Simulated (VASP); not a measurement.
Input of a VASP 6.6.1 run:

The input INCAR:

```
SYSTEM = BN
PREC     = Accurate       ! precision mode
ENCUT    = 520            ! plane-wave cutoff, eV
EDIFF    = 1E-8           ! SCF threshold, eV
ISMEAR   = 0              ! smearing method
SIGMA    = 0.01           ! smearing width, eV
LREAL    = .FALSE.        ! projectors in reciprocal space
LASPH    = .TRUE.         ! aspherical terms in the spheres
NELM     = 60             ! most SCF steps
ALGO     = Normal         ! electronic algorithm
ISIF     = 2              ! what is computed and relaxed
LWAVE    = .FALSE.        ! write WAVECAR
LCHARG   = .FALSE.        ! write CHGCAR
GGA      = CA             ! functional
LEPSILON = .TRUE.         ! dielectric tensor by DFPT
```

File KPOINTS:

```
regular mesh
0
G
  10 10 10
  0 0 0
```

File POSCAR:

```
BN
1.0
    1.2511220000      0.7223350000      3.3729340000
   -1.2511220000      0.7223350000      3.3729340000
    0.0000000000     -1.4446710000      3.3729340000
B N
1 1
Direct
    0.9996710000      0.9996710000      0.9996710000
    0.3327620000      0.3327620000      0.3327620000
```

Potentials or basis: VASP PAW LDA potentials, release 64 (B, N).

Run with:

```console
$ cat potpaw_LDA.64/B/POTCAR potpaw_LDA.64/N/POTCAR > POTCAR
$ mpirun -np 1 vasp_std > vasp.out
```

(1) Predict the electronic dielectric tensor (diagonal).

(2) Predict the Born charges (mean of the diagonal).

(3) What does it give for the band gap on the k mesh?

Results:

(1) 4.82, 4.82, 2.65.

(2) B +2.03; N -2.03 e.

(3) 4.05 eV, indirect (least direct gap 4.75 eV).
